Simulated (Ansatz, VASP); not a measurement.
# One calculation of Cu, two programs

```xyz
1
Lattice="-0.0362 1.7894 1.7894 1.7894 -0.0362 1.7894 1.7894 1.7894 -0.0362" Properties=species:S:1:pos:R:3 pbc="T T T"
Cu    0.0000    0.0000    0.0000
```

Change from the starting cell: equal xy, yz and zx shear strains of -2 %, crystal datasets.

Alike in both runs: task electric field gradients; functional PBE; k mesh 19 × 19 × 19; occupations fermi-dirac, width 0.08 eV; no spin polarisation.

```csv
,VASP,Ansatz
version,VASP 6.6.1,Ansatz 0.2.0
potentials or method,"VASP PAW PBE potentials, release 64 (Cu), cutoff 520 eV","all-electron PAW with datasets made for the crystal, scalar-relativistic"
```

|  | VASP | Ansatz | Ansatz less VASP |
| --- | --- | --- | --- |
| pressure (GPa) | 2.5 | 1.9 | -0.55 |
| traceless stress, the component that is largest in VASP (GPa) | 1.44 | 1.47 | +0.023 |
| size of Vzz on the site where it differs most (V/Å²) | 0.9 | 0.0 | -0.87 |

Ansatz ran all-electron here, and VASP with PAW potentials.
